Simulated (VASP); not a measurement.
Set up this calculation in VASP 6.6.1, as the native input.

| Quantity | Value |
| --- | --- |
| Task | single point |
| Functional | PBE |
| Dispersion | D3(BJ) |
| Potentials or basis | VASP PAW PBE potentials, release 64 (As) |
| Cutoff | 520 eV |
| k mesh | 9 × 9 × 1 |
| Occupations | gaussian, width 0.02 eV |
| Spin | no spin polarisation |
| Dipole correction | yes |
| Further INCAR settings | ALGO = Normal; EDIFF = 1e-07; NBANDS = 12 |

The structure of As lies in POSCAR:

```
As
1.0
    3.6930000000      0.0000000000      0.0000000000
   -1.8465000000      3.1982318162      0.0000000000
    0.0000000000      0.0000000000     28.5742413766
As
2
Direct
    0.3333333333      0.6666666667      0.4895185319
    0.6666666667      0.3333333333      0.5104814681
```

The input as run:

INCAR

```
PREC = Accurate ; ENCUT = 520
EDIFF = 1E-7 ; ISMEAR = 0
SIGMA = 0.02 ; LREAL = False
LASPH = True ; NELM = 60
ALGO = Normal ; ISIF = 2
LWAVE = False ; LCHARG = False
LDIPOL = True ; IDIPOL = 3
DIPOL = 0.5 0.5 0.500 ; GGA = PE
IVDW = 12 ; NBANDS = 12
```

KPOINTS

```
regular mesh
0
Gamma
  9 9 1
```

Potentials or basis: VASP PAW PBE potentials, release 64 (As).

The run is started by

```bash
$ cat potpaw_PBE.64/As/POTCAR > POTCAR
$ mpirun -np 1 vasp_std > vasp.out
```

It gave:

The largest force is 4.070 eV/Å, the band gap on the k mesh is zero (band 5 reaches -2.68 eV, above the bottom of band 6 at -3.63 eV) and the dispersion energy per atom is -0.205 eV.

Run time: 2.2 min on 1 thread of Intel(R) Xeon(R) Platinum 8259CL CPU @ 2.50GHz (Skylake/Cascade Lake), with other jobs on the host, peak memory 0.4 GiB.
